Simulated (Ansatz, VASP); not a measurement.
## Two plane-wave programs on TiH

POSCAR

```
TiH
1.0
    0.0000000000      2.0896972200      2.0896972200
    2.0896972200      0.0000000000      2.0896972200
    2.0896972200      2.0896972200      0.0000000000
Ti H
1 1
Direct
    0.0000000000      0.0000000000      0.0000000000
    0.5000000000      0.5000000000      0.5000000000
```

Contents of INCAR.step1:

```
ALGO = Normal ; EDIFF = 1E-4
ENCUT = 520 ; GGA = PE
ISMEAR = 0 ; LASPH = T
LCHARG = F ; LREAL = F
LWAVE = T ; NBANDS = 14
NELM = 60 ; PREC = Accurate
SIGMA = 0.15
```

INCAR.step2

```
ALGO = Normal ; EDIFF = 1E-7
ENCUT = 520 ; ISIF = 2
ISMEAR = 0 ; ISTART = 1
LASPH = T ; LCHARG = F
LMIXTAU = T ; LREAL = F
LWAVE = F ; METAGGA = R2SCAN
NBANDS = 14 ; NELM = 60
PREC = Accurate ; SIGMA = 0.15
```

Contents of KPOINTS:

```
k-points
0
Gamma
  20 20 20
```

Input for Ansatz:

```yaml
crystal:
  lattice:
    - [0.0, 2.08969722, 2.08969722]
    - [2.08969722, 0.0, 2.08969722]
    - [2.08969722, 2.08969722, 0.0]
  atoms:
    - { symbol: Ti, position: [0.0, 0.0, 0.0] }
    - { symbol: H, position: [0.5, 0.5, 0.5] }
basis:
  ecutwfc: 500
kpoints:
  mp_grid: { grid: [20, 20, 20] }
hamiltonian:
  xc: r2scan
scf:
  occupations: { method: gaussian, width: 0.15 }
output:
  forces: true
  stress: true
  eigenvalues: true
```

Alike in both runs: task single point; functional r2SCAN; k mesh 20 × 20 × 20; occupations gaussian, width 0.15 eV; no spin polarisation.

|  | VASP | Ansatz |
| --- | --- | --- |
| version | VASP 6.6.1 | Ansatz 0.2.0 |
| potentials or method | VASP PAW PBE potentials, release 64 (Ti_sv, H), cutoff 520 eV | scalar-relativistic, plane waves, PAW |
| valence electrons in the cell | 13 | 13 |

|  | VASP | Ansatz | Ansatz less VASP |
| --- | --- | --- | --- |
| gap on the k mesh at the Fermi level (eV) | none | none | - |
| pressure (GPa) | 0.0 | -0.6 | -0.58 |

VASP's potentials were made for PBE, not for r2SCAN. A gap of «none» marks a metal or a gap that the smearing closes.
